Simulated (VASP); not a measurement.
A run of VASP 6.6.1:

The input INCAR:

```
SYSTEM = Ni
ALGO = Normal
EDIFF = 1E-6
ENCUT = 520
GGA = PE
ISIF = 2
ISMEAR = -1
ISPIN = 2
ISYM = 0
LASPH = .True.
LCHARG = .True.
LELF = .True.
LMAXMIX = 4
LORBIT = 11
LREAL = .False.
LVHAR = .True.
LWAVE = .False.
MAGMOM = 2.8 -2.8
NBANDS = 21
NELM = 150
PREC = Accurate
SIGMA = 0.1
```

Contents of KPOINTS:

```
k-points
0
Gamma
  7 10 12
  0 0 0
```

File POSCAR:

```
Ni
1.0
   -1.7699333300     -1.7699333300     -3.5398666700
    1.7699333300     -1.7699333300      0.0000000000
   -1.7699333300     -1.7699333300      0.0000000000
Ni
2
Direct
    0.0000000000      0.0000000000      0.0000000000
    0.5000000000      0.5000000000      0.0000000000
```

Potentials or basis: VASP PAW PBE potentials, release 64 (Ni).

The run is started by

```sh
$ cat potpaw_PBE.64/Ni/POTCAR > POTCAR
$ mpirun -np 1 vasp_std > vasp.out
```

Hardware: 1 thread of Oxide Virtual Turin-like Processor (shared host).

Q: How long does it take, and how much memory?

A: Wall time 11 min on 1 thread of Oxide Virtual Turin-like Processor, with other jobs on the host, peak memory 0.33 GiB. Counts: scf iterations 17, k points 422.
